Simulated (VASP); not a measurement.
Set up this calculation in VASP 6.6.1, as the native input.

| Item | Value |
| --- | --- |
| Task | single point |
| Functional | PBEsol |
| Potentials or basis | VASP PAW PBE potentials, release 64 (Si, Ni) |
| Cutoff | 520 eV |
| k mesh | 12 × 12 × 8 |
| Occupations | gaussian, width 0.1 eV |
| Spin | no spin polarisation |
| Dipole correction | no |
| Further INCAR settings | ALGO = Fast; EDIFF = 1e-07; NBANDS = 33 |

The structure of SiNi2 lies in POSCAR:

```
SiNi2
1.0
    3.9458328555      0.0000000000      0.0000000000
   -1.9729164278      3.4171914920      0.0000000000
    0.0000000000      0.0000000000      5.0153249621
Si Ni
2 4
Direct
    0.3333333333      0.6666666667      0.7500000000
    0.6666666667      0.3333333333      0.2500000000
    0.0000000000      0.0000000000      0.0000000000
    0.0000000000      0.0000000000      0.5000000000
    0.3333333333      0.6666666667      0.2500000000
    0.6666666667      0.3333333333      0.7500000000
```

This cell differs from its parent crystal: equal strain along all axes, cell held: +2.0 %.

These files were run (other wordings do the same):

INCAR

```
PREC = Accurate
ENCUT = 520
EDIFF = 1E-7
ISMEAR = 0
SIGMA = 0.1
LREAL = False
LASPH = True
NELM = 60
ALGO = Fast
ISIF = 2
LWAVE = False
LCHARG = False
GGA = PS
NBANDS = 33
```

KPOINTS

```
regular mesh
0
Gamma
  12 12 8
```

Potentials or basis: VASP PAW PBE potentials, release 64 (Si, Ni).

Run with:

```bash
$ cat potpaw_PBE.64/Si/POTCAR potpaw_PBE.64/Ni/POTCAR > POTCAR
$ mpirun -np 1 vasp_std > vasp.out
```

Results of the run:

```yaml
Pressure: -11.5 GPa
Band_gap_on_the_k_mesh: zero (band 24 reaches 13.06 eV, above the bottom of band 25 at 9.96 eV)
```

Caveat: the cell differs from its parent crystal (equal strain along all axes, cell held: +2.0 %); the PAW data sets were made with another functional, which shifts forces and pressure a little.

Run time: 3.9 min on 1 thread of Intel(R) Xeon(R) Platinum 8488C (Sapphire Rapids), with other jobs on the host, peak memory 0.3 GiB.
